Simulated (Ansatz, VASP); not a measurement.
**Na: VASP beside Ansatz**

The input POSCAR:

```
Na
1.0
   -2.1040268000      2.1040268000      2.1040268000
    2.1040268000     -2.1040268000      2.1040268000
    2.1040268000      2.1040268000     -2.1040268000
Na
1
Direct
    0.0000000000      0.0000000000      0.0000000000
```

The input INCAR.step1:

```
PREC = Accurate ; ENCUT = 600
ISMEAR = 0 ; SIGMA = 0.1
LREAL = False ; LASPH = True
NELM = 100 ; GGA = PE
ALGO = Normal ; EDIFF = 1E-4
LWAVE = True ; LCHARG = False
```

The input INCAR.step2:

```
PREC = Accurate ; ENCUT = 600
EDIFF = 1E-6 ; ISMEAR = 0
SIGMA = 0.1 ; LREAL = False
LASPH = True ; NELM = 100
ALGO = Normal ; ISIF = 3
LWAVE = False ; LCHARG = False
METAGGA = R2SCAN ; LMIXTAU = True
IBRION = 2 ; NSW = 100
EDIFFG = -0.005 ; ISTART = 1
```

KPOINTS

```
regular mesh
0
Gamma
  14 14 14
```

Input for Ansatz:

```yaml
crystal:
  lattice:
    - [-2.1040268, 2.1040268, 2.1040268]
    - [2.1040268, -2.1040268, 2.1040268]
    - [2.1040268, 2.1040268, -2.1040268]
  atoms:
    - { symbol: Na, position: [0.0, 0.0, 0.0] }
basis:
  ecutwfc: 500
kpoints:
  mp_grid: { grid: [14, 14, 14] }
hamiltonian:
  xc: r2scan
scf:
  occupations: { method: gaussian, width: 0.1 }
output:
  forces: true
  stress: true
  eigenvalues: true
  write_density: true
  write_potential: true
  elf: true
  volumetric_format: npy
relax:
  adjacent_minimum: "off"
  f_tol: 0.005
  max_steps: 80
  cell: { stress_tol: 0.05 }
```

Alike in both runs: task relaxation of cell and atoms; functional r2SCAN; k mesh 14 × 14 × 14; occupations gaussian, width 0.1 eV; no spin polarisation.

|  | VASP | Ansatz |
| --- | --- | --- |
| version | VASP 6.6.1 | Ansatz 0.2.0 |
| potentials or method | VASP PAW PBE potentials, release 64 (Na_pv), cutoff 600 eV | scalar-relativistic, plane waves, PAW |
| valence electrons in the cell | 7 | 9 |

|  | VASP | Ansatz | Ansatz less VASP |
| --- | --- | --- | --- |
| gap on the k mesh at the Fermi level, each at its own relaxed structure (eV) | none | none | - |
| relaxed volume (Å³/atom) | 38.16 | 37.66 | -0.496 |
| relaxed cell length with the largest relative difference (Å) | 3.673 | 3.657 | -0.0160 |

VASP's potentials were made for PBE, not for r2SCAN. A gap of «none» marks a metal or a gap that the smearing closes. VASP's potentials hold 7 valence electrons a cell and Ansatz's 9, so a difference there can come from the potentials and not from the codes.
